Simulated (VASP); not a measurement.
# Zn (Fm-3m) in VASP: a series of runs, part 2 of 2

VASP 6.6.1. Earlier steps stand in the parts before.

### Step 4. Relaxation of cell and atoms, revPBE

This run uses another cell than the first one, of 15.21 Å³/atom, 0.898 times its volume.

Contents of INCAR:

```
SYSTEM = Zn
  ALGO = Normal
  EDIFF = 1E-7
  EDIFFG = -0.01
  ENCUT = 600
  GGA = RE
  IBRION = 2
  ISIF = 3
  ISMEAR = -1
  LASPH = .TRUE.
  LCHARG = .FALSE.
  LREAL = .FALSE.
  LWAVE = .FALSE.
  NELM = 80
  NSW = 80
  PREC = Accurate
  SIGMA = 0.1
```

Contents of KPOINTS:

```
k-points
0
G
  14 14 14
  0 0 0
```

Contents of POSCAR:

```
Zn
1.0
    0.0000000000      1.9665497572      1.9665497572
    1.9665497572      0.0000000000      1.9665497572
    1.9665497572      1.9665497572      0.0000000000
Zn
1
Direct
    0.0000000000      0.0000000000      0.0000000000
```

Potentials or basis: VASP PAW PBE potentials, release 64 (Zn).

Command:

```bash
cat potpaw_PBE.64/Zn/POTCAR > POTCAR
mpirun -np 1 vasp_std > vasp.out
```

OUTCAR:

```text
SYSTEM = Zn
   EDIFF = 1E-7
   EDIFFG = -0.01
   ENCUT = 600
   GGA = RE
   IBRION = 2
   ISIF = 3
   ISMEAR = -1
   LASPH = .TRUE.
   LREAL = .FALSE.
   NELM = 80
   NSW = 80
   PREC = Accurate

 ion  position               nearest neighbor table
   1  0.000  0.000  0.000-

  LATTYP: Found a face centered cubic cell.
 ALAT       =     3.9330995144

  Lattice vectors:

 A1 = (   0.0000000000,   1.9665497572,   1.9665497572)
 A2 = (   1.9665497572,   0.0000000000,   1.9665497572)
 A3 = (   1.9665497572,   1.9665497572,   0.0000000000)

Analysis of symmetry for initial positions (statically):
=====================================================================
 Subroutine PRICEL returns:
 Original cell was already a primitive cell.

 Routine SETGRP: Setting up the symmetry group for a
 face centered cubic supercell.

 Subroutine GETGRP returns: Found 48 space group operations
 (whereof 48 operations were pure point group operations)
 out of a pool of 48 trial point group operations.

The static configuration has the point symmetry O_h .

Analysis of symmetry for dynamics (positions and initial velocities):
=====================================================================
 Subroutine PRICEL returns:
[... 224 lines left out ...]
--------------------------------------- Ionic step        3  -------------------------------------------

 number of electron      11.9999995 magnetization

 Free energy of the ion-electron system (eV)
  ---------------------------------------------------
  ext. energy  EPLUGINS =         0.00000000
  ---------------------------------------------------
  free energy    TOTEN  =        -0.79956714 eV

  energy without entropy =       -0.79252232  energy(sigma->0) =       -0.79604473

 E-fermi :   2.8985     XC(G=0): -11.2835

 val. band max:        2.6661796074   @ k =  -0.3571   0.3571   0.1429
 cond. band min:       2.9573155698   @ k =   0.5000   0.1429   0.0000
 fundamental gap:      0.2911359623
 Fermi energy:         2.8984892230

 k-point     1 :       0.0000    0.0000    0.0000
  band No.  band energies     occupation
      1      -7.1233      2.00000
      2      -4.5846      2.00000
      3      -4.5845      2.00000
      4      -4.5845      2.00000
      5      -4.2317      2.00000
      6      -4.2317      2.00000
      7      20.7469      0.00000
      8      20.7470      0.00000
      9      20.7470      0.00000
     10      21.4902      0.00000
[... 287 lines left out ...]
 k-point    24 :       0.2857    0.1429    0.0000
  band No.  band energies     occupation
      1      -5.2974      2.00000
      2      -4.7237      2.00000
      3      -4.4922      2.00000
      4      -4.4056      2.00000
      5      -4.0995      2.00000
      6      -3.9460      2.00000
      7      11.0447      0.00000
      8      15.4077      0.00000
      9      17.3749      0.00000
     10      18.1402      0.00000

 [... further k-points ...]

------------------------ aborting loop because EDIFF is reached ----------------------------------------

  FORCE on cell =-STRESS in cart. coord.  units (eV):
  Direction    XX          YY          ZZ          XY          YZ          ZX
  --------------------------------------------------------------------------------------
  -------------------------------------------------------------------------------------
  Total       -0.0008517     -0.0008517     -0.0008517      0.0000000     -0.0000000      0.0000000
  in kB       -0.0866754     -0.0866754     -0.0866754      0.0000000     -0.0000000      0.0000000
  external PRESSURE =      -0.0866754 kB  Pullay stress =       0.0000000 kB
[... 16 lines left out ...]
  FREE ENERGIE OF THE ION-ELECTRON SYSTEM (eV)
  ---------------------------------------------------
  free  energy   TOTEN  =        -0.7995671376 eV

  energy  without entropy=       -0.7925223224  energy(sigma->0) =       -0.79604473

 reached required accuracy - stopping structural energy minimisation
```

Run time: 19 s. Hardware: 1 thread of Intel Xeon Platinum 8488C (Sapphire Rapids), shared host; peak memory 0.15 GiB.

Results:

- Free energy: -0.7996 eV
- Relaxed volume: 15.74 Å³/atom
- Relaxed cell: a = 2.813 Å, b = 2.813 Å, c = 2.813 Å, α = 60.00°, β = 60.00°, γ = 60.00°
- Space group after relaxing (to 0.05 Å): Fm-3m (No. 225)
- Energy gained by relaxing: 3.8 meV/atom
- Ionic steps: 3
- Pressure after relaxing: 0.0 GPa
- Band gap on the k mesh: zero (band 6 reaches 4.40 eV, above the bottom of band 7 at 1.52 eV)

The path:
```
step  energy change (eV)  largest force (eV/Å)  pressure (GPa)  volume (Å³)
   1              0.0000                0.0000            2.37        15.21
   2             -0.0037                0.0000            0.13        15.71
   3             -0.0038                0.0000           -0.01        15.74
```

Final structure:
```yaml
crystal:
  lattice:
    - [0.00000, 1.98926, 1.98926]
    - [1.98926, 0.00000, 1.98926]
    - [1.98926, 1.98926, 0.00000]
  atoms:
    - { symbol: Zn, position: [0.00000, 0.00000, 0.00000] }
```

Levels at points of the mesh, in eV from the Fermi level:
```
           k point  band 3  band 4  band 5  band 6  band 7  band 8  band 9  band 10
(0.00, 0.00, 0.00)   -7.48   -7.48   -7.13   -7.13   17.85   17.85   17.85    18.59
(0.50, 0.00, 0.00)   -7.49   -6.87   -6.87   -2.72   -1.38   14.91   14.91    17.16
(0.50, 0.50, 0.00)   -6.88   -6.80   -6.80   -0.87    1.65    8.30    8.30    11.84
```

Caveat: the PAW data sets were made with another functional, which shifts forces and pressure a little.

### Step 5. Single point, revPBE

This run uses another cell than the first one, of 15.69 Å³/atom, 0.926 times its volume.

Contents of INCAR:

```
ALGO = Normal
EDIFF = 1E-6
ENCUT = 520
GGA = RE
ISIF = 2
ISMEAR = -1
LASPH = True
LCHARG = True
LELF = True
LREAL = False
LVHAR = True
LWAVE = False
NBANDS = 12
NELM = 60
PREC = Accurate
SIGMA = 0.1
```

Contents of KPOINTS:

```
k-points
0
Gamma
  22 22 22
```

Contents of POSCAR:

```
Zn
1.0
    0.0000000000      1.9869881513      1.9869881513
    1.9869881513      0.0000000000      1.9869881513
    1.9869881513      1.9869881513      0.0000000000
Zn
1
Direct
    0.0000000000      0.0000000000      0.0000000000
```

Command:

```bash
cat potpaw_PBE.64/Zn/POTCAR > POTCAR
mpirun -np 1 vasp_std > vasp.out
```

Wall time 25 s (1 thread of Intel Xeon Platinum 8488C (Sapphire Rapids), shared host); peak memory 0.18 GiB.

It converged, with:

- Free energy: -0.7928 eV
- Pressure: 0.2 GPa
- Band gap on the k mesh: zero (band 6 reaches 4.69 eV, above the bottom of band 7 at 1.55 eV)

Levels at points of the mesh, in eV from the Fermi level:
| k point | band 3 | band 4 | band 5 | band 6 | band 7 | band 8 | band 9 | band 10 |
| --- | --- | --- | --- | --- | --- | --- | --- | --- |
| (0.00, 0.00, 0.00) | -7.51 | -7.51 | -7.16 | -7.16 | 17.88 | 17.88 | 17.88 | 18.60 |
| (0.50, 0.00, 0.00) | -7.52 | -6.89 | -6.89 | -2.75 | -1.39 | 14.93 | 14.93 | 17.17 |
| (0.50, 0.50, 0.00) | -6.90 | -6.82 | -6.82 | -0.90 | 1.65 | 8.30 | 8.30 | 11.84 |

Caveat: the PAW data sets were made with another functional, which shifts forces and pressure a little.

### Step 6. Overview

```tsv
task	cell	k mesh	cutoff (eV)	gap on the mesh (eV)	pressure (GPa)
single point	a = 2.883 Å, angles 60.0°, 1 atom	15 × 15 × 15	520	none	-3.7
single point	a = 2.918 Å, angles 60.0°, 1 atom	15 × 15 × 15	520	none	-5.0
relaxation of cell and atoms	relaxed from a = 2.781 Å, angles 60.0°, 1 atom	14 × 14 × 14	600	none	0.0
single point	a = 2.810 Å, angles 60.0°, 1 atom	22 × 22 × 22	520	none	0.2
```

Alike in all rows: level revPBE; potentials or basis VASP PAW PBE potentials, release 64 (Zn); no spin polarisation; smearing fermi-dirac 0.1 eV.

Caveats: the PAW data sets were made with another functional, which shifts forces and pressure a little.

Absolute energies hang on the potentials; compare differences alone.
